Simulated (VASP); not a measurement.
**AlN: elastic constants with PBE**

AlN:

```
Al N
1.0
     3.13027    0.00000    0.00000
    -1.56514    2.71089    0.00000
     0.00000    0.00000    5.01796
Al N
2 2
Cartesian
  0.0000 1.8073 0.0011
  1.5651 0.9036 2.5101
  0.0000 1.8073 1.9157
  1.5651 0.9036 4.4247
```

```
Program                   : VASP 6.6.1
Task                      : elastic constants
Functional                : PBE
Potentials or basis       : VASP PAW PBE potentials, release 64 (Al, N)
Cutoff                    : 600 eV
k mesh                    : 8 × 8 × 4
Occupations               : gaussian, width 0.01 eV
Spin                      : no spin polarisation
Dipole correction         : no
Ions in elastic constants : relaxed
Further INCAR settings    : ALGO = Normal; EDIFF = 1e-08; NBANDS = 16; IBRION = 6; POTIM = 0.015; NSW = 1; ISIF = 3
```

| Quantity | Value |
| --- | --- |
| Voigt bulk modulus | 193 GPa |
| Highest phonon frequency at Γ, LO-TO splitting left out | 706 cm⁻¹ |

Phonon frequencies in cm⁻¹ (negative: imaginary):
```
              q point                                frequencies
(0.000, 0.000, 0.000)  0 0 0 237 237 535 595 637 637 649 649 706
```

Elastic tensor in Voigt notation (GPa, in the Cartesian axes of the cell as first typed):
```
373 127  97   0   0   0
127 373  97   0   0   0
 97  97 354   0   0   0
  0   0   0 112   0   0
  0   0   0   0 112   0
  0   0   0   0   0 123
```

Clamped-ion elastic tensor (GPa):
```
436  96  61   0   0   0
 96 436  61   0   0   0
 61  61 432   0   0   0
  0   0   0 124   0   0
  0   0   0   0 124   0
  0   0   0   0   0 170
```

Run time: 5.8 min on 1 thread of Intel(R) Xeon(R) Platinum 8559C (Emerald Rapids) (shared host), peak memory 0.31 GiB.
